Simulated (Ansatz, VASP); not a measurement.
# Two plane-wave programs on PbO2

Contents of INCAR:

```
SYSTEM = PbO2
ALGO = Normal
EDIFF = 1E-6
ENCUT = 520
GGA = PE
ISIF = 2
ISMEAR = 0
LASPH = .True.
LCHARG = .False.
LREAL = .False.
LWAVE = .False.
NBANDS = 35
NELM = 80
PREC = Accurate
SIGMA = 0.1
```

The input KPOINTS:

```
k-points
0
Gamma
  8 8 10
  0 0 0
```

File POSCAR:

```
PbO2
1.0
    4.9290217506      0.0000000000      0.0000000000
    0.0000000000      5.1750877005      0.0000000000
    0.0000000000      0.0000000000      3.4532730916
Pb O
2 4
Direct
    0.0000000000      0.0000000000      0.0000000000
    0.5000000000      0.5000000000      0.5000000000
    0.2910445809      0.3234568214      0.0000000000
    0.2089554191      0.8234568214      0.5000000000
    0.7089554191      0.6765431786      0.0000000000
    0.7910445809      0.1765431786      0.5000000000
```

Input for Ansatz:

```yaml
crystal:
  lattice:
    - [4.9290217506, 0.0, 0.0]
    - [0.0, 5.1750877005, 0.0]
    - [0.0, 0.0, 3.4532730916]
  atoms:
    - { symbol: Pb, position: [0.0, 0.0, 0.0] }
    - { symbol: Pb, position: [0.5, 0.5, 0.5] }
    - { symbol: O, position: [0.2910445809, 0.3234568214, 0.0] }
    - { symbol: O, position: [0.2089554191, 0.8234568214, 0.5] }
    - { symbol: O, position: [0.7089554191, 0.6765431786, 0.0] }
    - { symbol: O, position: [0.7910445809, 0.1765431786, 0.5] }
basis:
  ecutwfc: 420
kpoints:
  mp_grid: { grid: [8, 8, 10] }
  band_path: { path: [VBM, CBM], npoints: 2 }
hamiltonian:
  xc: pbe
scf:
  occupations: { method: gaussian, width: 0.1 }
output:
  forces: true
  stress: true
  eigenvalues: true
checkpoint:
  read: start.run
  write: ck
  compress: false
  write_wavefunctions: false
  write_every: 100000
```

Alike in both runs: task single point; functional PBE; k mesh 8 × 8 × 10; occupations gaussian, width 0.1 eV; no spin polarisation.

|  | VASP | Ansatz |
| --- | --- | --- |
| version | VASP 6.6.1 | Ansatz 0.2.0 |
| potentials or method | VASP PAW PBE potentials, release 64 (Pb_d, O), cutoff 520 eV | scalar-relativistic, plane waves, PAW |
| valence electrons in the cell | 52 | 52 |

Ansatz gave:

| Quantity | Value |
| --- | --- |
| gap on the k mesh at the Fermi level (eV) | 0.17 |
| least direct gap on the mesh (eV) | 0.30 |
| pressure (GPa) | 0.5 |
| traceless stress, the component that is largest in VASP (GPa) | 0.95 |
| rms of the force components (eV/Å) | 0.000 |

What did VASP give for the same quantities?

gap on the k mesh at the Fermi level (eV): 0.17; least direct gap on the mesh (eV): 0.29; pressure (GPa): 0.7; traceless stress, the component that is largest in VASP (GPa): 0.89; rms of the force components (eV/Å): 0.004.

Atom by atom the forces differ by 0.004 eV/Å (rms over components).

Neither program's run includes spin-orbit coupling.
